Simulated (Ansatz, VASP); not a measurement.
**One calculation of MgS, two programs**

Contents of POSCAR:

```
MgS
1.0
    0.0000000000      2.8308768389      2.8308768389
    2.8308768389      0.0000000000      2.8308768389
    2.8308768389      2.8308768389      0.0000000000
Mg S
1 1
Direct
    0.0000000000      0.0000000000      0.0000000000
    0.2500000000      0.2500000000      0.2500000000
```

The input INCAR.step1:

```
SYSTEM = MgS
ALGO = Normal ; EDIFF = 1E-5
ENCUT = 520 ; GGA = PE
ISIF = 2 ; ISMEAR = 0
LASPH = .True. ; LCHARG = .False.
LREAL = .False. ; LWAVE = .True.
NBANDS = 11 ; NELM = 100
PREC = Accurate ; SIGMA = 0.01
```

The input INCAR.step2:

```
SYSTEM = MgS
AEXX = 0.15 ; ALGO = Normal
EDIFF = 1E-6 ; ENCUT = 520
GGA = PE ; HFSCREEN = 0.2078
ISIF = 2 ; ISMEAR = 0
ISTART = 1 ; LASPH = .True.
LCHARG = .False. ; LHFCALC = .True.
LREAL = .False. ; LWAVE = .False.
NBANDS = 11 ; NELM = 100
PREC = Accurate ; PRECFOCK = Normal
SIGMA = 0.01
```

Contents of KPOINTS:

```
k-points
0
Gamma
  4 4 4
  0 0 0
```

Input for Ansatz:

```yaml
crystal:
  lattice:
    - [0.0, 2.8308768389, 2.8308768389]
    - [2.8308768389, 0.0, 2.8308768389]
    - [2.8308768389, 2.8308768389, 0.0]
  atoms:
    - { symbol: Mg, position: [0.0, 0.0, 0.0] }
    - { symbol: S, position: [0.25, 0.25, 0.25] }
kpoints:
  mp_grid: { grid: [4, 4, 4] }
hamiltonian:
  xc:
    exchange: pbe
    correlation: pbe
    exx: { coeff: 0.15, omega: 0.2078 }
scf:
  occupations: { method: fixed }
  n_extra_bands: 4
output:
  forces: true
  stress: true
  eigenvalues: true
```

Alike in both runs: task single point; functional PBE-based screened hybrid; k mesh 4 × 4 × 4; no spin polarisation.

|  | VASP | Ansatz |
| --- | --- | --- |
| version | VASP 6.6.1 | Ansatz 0.2.0 |
| potentials or method | VASP PAW PBE potentials, release 64 (Mg, S) | plane waves |
| plane-wave cutoff (eV) | 520 | 420 |
| occupations | gaussian, width 0.01 eV | fixed |
| valence electrons in the cell | 8 | 16 |

|  | VASP | Ansatz | Ansatz less VASP |
| --- | --- | --- | --- |
| gap on the k mesh at the Fermi level (eV) | 4.09 | 4.10 | +0.013 |
| pressure (GPa) | 0.4 | 0.5 | +0.16 |

VASP's potentials were made for PBE, not for PBE-based screened hybrid. VASP's potentials hold 8 valence electrons a cell and Ansatz's 16, so a difference there can come from the potentials and not from the codes. Ansatz's warnings: stress exchange threshold loose, stress scf threshold loose.

The k mesh is coarse, so the values compare programs but aren't converged.
